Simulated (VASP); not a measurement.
Input of a VASP 6.6.1 run:

INCAR

```
  PREC = Accurate
  ENCUT = 600
  EDIFF = 1E-6
  ISMEAR = 0
  SIGMA = 0.1
  LREAL = False
  LASPH = True
  NELM = 120
  ALGO = Normal
  ISIF = 2
  LWAVE = False
  LCHARG = True
  GGA = PE
  LELF = True
  LVHAR = True
  NBANDS = 15
  GGA_COMPAT = False
```

The input KPOINTS:

```
Automatic mesh
0
Gamma
  16 16 16
```

Contents of POSCAR:

```
TaN
1.0
    0.0000000000      2.2081601006      2.2081601006
    2.2081601006      0.0000000000      2.2081601006
    2.2081601006      2.2081601006      0.0000000000
Ta N
1 1
Direct
    0.0000000000      0.0000000000      0.0000000000
    0.5000000000      0.5000000000      0.5000000000
```

Potentials or basis: VASP PAW PBE potentials, release 64 (Ta_pv, N).

The run is started by

```console
$ cat potpaw_PBE.64/Ta_pv/POTCAR potpaw_PBE.64/N/POTCAR > POTCAR
$ mpirun -np 1 vasp_std > vasp.out
```

(1) Predict the pressure.

(2) Predict the band gap on the k mesh.

Results:

(1) 0.9 GPa.

(2) zero (bands 8 and 9 overlap by 3.93 eV).

Caveat: spin-orbit coupling is left out, which moves the levels of the heavy elements.
